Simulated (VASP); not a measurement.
**C (a cell with a defect): single point with PBEsol**

The system is C (a cell with a defect).

```xyz
15
Lattice="0.0000 3.5538 -3.5538 -3.5538 0.0000 -3.5538 -3.5538 3.5538 0.0000" Properties=species:S:1:pos:R:3 pbc="T T T"
C    -3.5538    1.7769   -3.5538
C    -1.7769    3.5538   -3.5538
C    -1.7769    1.7769   -1.7769
C    -5.3307    5.3307   -5.3307
C    -5.3307    3.5538   -3.5538
C    -3.5538    5.3307   -3.5538
C    -3.5538    3.5538   -1.7769
C    -2.6653    4.4422   -4.4422
C    -2.6653    2.6653   -2.6653
C    -3.9266    3.9266   -5.9178
C    -4.4422    2.6653   -4.4422
C    -4.4422    6.2191   -4.4422
C    -4.4422    4.4422   -2.6653
C    -6.2191    6.2191   -6.2191
C    -6.2191    4.4422   -4.4422
```

This cell differs from its parent crystal: atom 10 moved 0.500 of the way to it and -0.175 Å across, host rigid.

```json
{
  "Program": "VASP 6.6.1",
  "Task": "single point",
  "Functional": "PBEsol",
  "Potentials or basis": "VASP PAW PBE potentials, release 64 (C)",
  "Cutoff": "520 eV",
  "k mesh": "6 × 6 × 6",
  "Occupations": "gaussian, width 0.05 eV",
  "Spin": "no spin polarisation",
  "Dipole correction": "no",
  "Further INCAR settings": "LREAL = Auto; ALGO = Normal; EDIFF = 1e-06; NBANDS = 43"
}
```

The pressure is -11.5 GPa, the largest force is 3.555 eV/Å and the band gap on the k mesh is zero (band 30 reaches 11.79 eV, above the bottom of band 31 at 8.94 eV).

Forces on the atoms (eV/Å):
```
C    2.651  0.669 -0.741
C   -0.669 -2.651 -0.741
C   -0.096  0.096 -0.347
C   -1.706  1.706  2.611
C    0.481  0.148 -0.647
C   -0.148 -0.481 -0.647
C   -0.094  0.094 -0.001
C    1.364  2.583  1.377
C    0.114 -0.114  0.145
C   -0.641  0.641  1.207
C   -2.583 -1.364  1.377
C    0.253 -0.628 -0.471
C    0.029 -0.029  0.127
C    0.419 -0.419 -2.777
C    0.628 -0.253 -0.471
```

Stress tensor (GPa, compression positive):
```
-11.81  15.29 -16.28
 15.29 -11.81  16.28
-16.28  16.28 -11.03
```

Levels at points of the mesh, in eV from the Fermi level:
```tsv
k point	band 28	band 29	band 30	band 31	band 32	band 33
(0.00, 0.00, 0.00)	-1.50	-1.09	2.58	2.87	3.03	3.58
(0.50, 0.00, 0.00)	-2.38	-1.83	-1.82	2.11	3.05	3.93
(0.00, 0.00, 0.50)	-2.51	-1.86	-1.82	2.39	3.23	3.84
(0.50, 0.50, 0.50)	-1.18	-0.46	-0.39	0.37	0.38	5.92
(0.50, 0.50, 0.00)	-3.23	-1.53	-1.41	-0.26	2.22	3.59
(0.00, 0.50, 0.50)	-3.22	-1.60	-1.27	-0.28	2.39	3.46
```

Wall time 4.5 min on 1 thread of Intel(R) Xeon(R) 6975P-C (Granite Rapids) (shared host), peak memory 0.31 GiB.

Caveat: the cell differs from its parent crystal (atom 10 moved 0.500 of the way to it and -0.175 Å across, host rigid); the PAW data sets were made with another functional, which shifts forces and pressure a little.
